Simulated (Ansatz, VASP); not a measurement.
# C: VASP beside Ansatz

```
C
1.0
     0.00000    2.09053    3.32851
     1.20761    0.00000    3.32851
     1.20761    2.09053    0.00000
C
2
Direct
  0.13155 0.86845 0.13155
  0.86845 0.13155 0.86845
```

Alike in both runs: task single point; functional PBE; dispersion D3(BJ); k mesh 16 × 16 × 16; occupations gaussian, width 0.03 eV; no spin polarisation.

|  | VASP | Ansatz |
| --- | --- | --- |
| version | VASP 6.6.1 | Ansatz 0.2.0 |
| potentials or method | VASP PAW PBE potentials, release 64 (C), cutoff 520 eV | scalar-relativistic, plane waves, PAW |
| valence electrons in the cell | 8 | 8 |

Ansatz gave:

```
gap on the k mesh at the Fermi level (eV) : none
rms of the force components (eV/Å)        : 16.764
```

Q: Which values does VASP return?

A: gap on the k mesh at the Fermi level (eV): none; rms of the force components (eV/Å): 16.996.

Atom by atom the forces differ by 0.232 eV/Å (rms over components). A gap of «none» marks a metal or a gap that the smearing closes.
